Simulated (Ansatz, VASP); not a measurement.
W: VASP beside Ansatz

Contents of INCAR:

```
PREC = Accurate
ENCUT = 500
EDIFF = 1E-6
ISMEAR = 0
SIGMA = 0.15
LREAL = F
LASPH = T
NELM = 120
ALGO = Normal
ISIF = 2
LWAVE = F
LCHARG = F
GGA = PS
NBANDS = 13
GGA_COMPAT = F
```

The input KPOINTS:

```
Automatic mesh
0
Gamma
  22 22 22
```

The input POSCAR:

```
W
1.0
    0.0000000000      2.2354119605      1.6414630026
    2.2354119605      0.0000000000      1.6414630026
    2.2354119605      2.2354119605      0.0000000000
W
1
Direct
    0.0000000000      0.0000000000      0.0000000000
```

Input for Ansatz:

```yaml
crystal:
  lattice:
    - [0.0, 2.2354119605, 1.6414630026]
    - [2.2354119605, 0.0, 1.6414630026]
    - [2.2354119605, 2.2354119605, 0.0]
  atoms:
    - { symbol: W, position: [0.0, 0.0, 0.0] }
basis:
  ecutwfc: 420
kpoints:
  mp_grid: { grid: [22, 22, 22] }
hamiltonian:
  xc: pbesol
  pseudopotentials: { kind: paw, azcp: { folder: soft_1 } }
scf:
  occupations: { method: gaussian, width: 0.15 }
output:
  forces: true
  stress: true
  eigenvalues: true
```

Alike in both runs: task single point; functional PBEsol; k mesh 22 × 22 × 22; occupations gaussian, width 0.15 eV; no spin polarisation.

```csv
,VASP,Ansatz
version,VASP 6.6.1,Ansatz 0.2.0
potentials or method,"VASP PAW PBE potentials, release 64 (W_sv), cutoff 500 eV","scalar-relativistic, plane waves, PAW"
valence electrons in the cell,14,14
```

|  | VASP | Ansatz | Ansatz less VASP |
| --- | --- | --- | --- |
| gap on the k mesh at the Fermi level (eV) | none | none | - |
| pressure (GPa) | -12.4 | -12.8 | -0.42 |
| traceless stress, the component that is largest in VASP (GPa) | -6.98 | -6.97 | +0.005 |

VASP's potentials were made for PBE, not for PBEsol, and Ansatz warns of the same on its side. A gap of «none» marks a metal or a gap that the smearing closes. The functional is the same, so the differences come from potentials, cutoffs and numerics.

Neither program's run includes spin-orbit coupling.
